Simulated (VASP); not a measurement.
# LiCl: single point with BLYP+D4

LiCl:

```
Cl Li
1.0
     0.00000    2.55111    2.55111
     2.55111    0.00000    2.55111
     2.55111    2.55111    0.00000
Cl Li
1 1
Direct
  0.50000 0.50000 0.50000
  0.00000 0.00000 0.00000
```

```yaml
Program: VASP 6.6.1
Task: single point
Functional: BLYP
Dispersion: D4
Potentials_or_basis: VASP PAW PBE potentials, release 64 (Cl, Li_sv)
Cutoff: 520 eV
k_mesh: 9 × 9 × 9
Occupations: fermi-dirac, width 0.05 eV
Spin: no spin polarisation
Dipole_correction: no
Further_INCAR_settings: ALGO = Normal; EDIFF = 1e-06; NBANDS = 12
```

| Quantity | Value |
| --- | --- |
| Band gap on the k mesh | 6.60 eV |
| Dispersion energy per atom | -0.233 eV |

Levels at points of the mesh, in eV from the valence-band top:
| k point | band 3 | band 4 | band 5 | band 6 | band 7 | band 8 |
| --- | --- | --- | --- | --- | --- | --- |
| (0.00, 0.00, 0.00) | 0.00 | 0.00 | 0.00 | 6.60 | 12.02 | 12.02 |

Wall time 36 s on 1 thread of Intel Xeon 8259CL, with other jobs on the host, peak memory 0.15 GiB.

Caveat: an odd mesh through Γ misses points on the zone boundary, where band edges can lie. A hybrid or GW would open this gap; BLYP tends to underestimate it.
